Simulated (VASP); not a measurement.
Write the native input for VASP 6.6.1 that does the following.

| Item | Value |
| --- | --- |
| Task | single point |
| Functional | LDA |
| Potentials or basis | VASP PAW LDA potentials, release 64 (Ag, Rh_pv) |
| Cutoff | 520 eV |
| k mesh | 11 × 11 × 6 |
| Occupations | fermi-dirac, width 0.05 eV |
| Spin | no spin polarisation |
| Dipole correction | no |
| Further INCAR settings | ALGO = Normal; EDIFF = 1e-07; NBANDS = 20 |

The structure of AgRh lies in POSCAR:

```
AgRh
1.0
    2.8141396046      0.0000000000      0.0000000000
   -1.4070698023      2.4371163874      0.0000000000
    0.0000000000      0.0000000000      4.8718803355
Ag Rh
1 1
Direct
    0.0000000000      0.0000000000      0.5000000000
    0.6666666667      0.3333333333      0.0000000000
```

The input as run:

INCAR

```
ALGO = Normal ; EDIFF = 1E-7
ENCUT = 520 ; GGA = CA
ISIF = 2 ; ISMEAR = -1
LASPH = True ; LCHARG = False
LREAL = False ; LWAVE = False
NBANDS = 20 ; NELM = 60
PREC = Accurate ; SIGMA = 0.05
```

KPOINTS

```
k-points
0
Gamma
  11 11 6
```

Potentials or basis: VASP PAW LDA potentials, release 64 (Ag, Rh_pv).

The run is started by

```console
$ cat potpaw_LDA.64/Ag/POTCAR potpaw_LDA.64/Rh_pv/POTCAR > POTCAR
$ mpirun -np 1 vasp_std > vasp.out
```

It gave:

- Pressure: -19.5 GPa
- Band gap on the k mesh: zero (bands 13 and 14 overlap by 1.23 eV)

Caveat: the cell stands under tension.

Run time: 28 s on 1 thread of Intel Xeon 8259CL, on a shared host, peak memory 0.17 GiB.
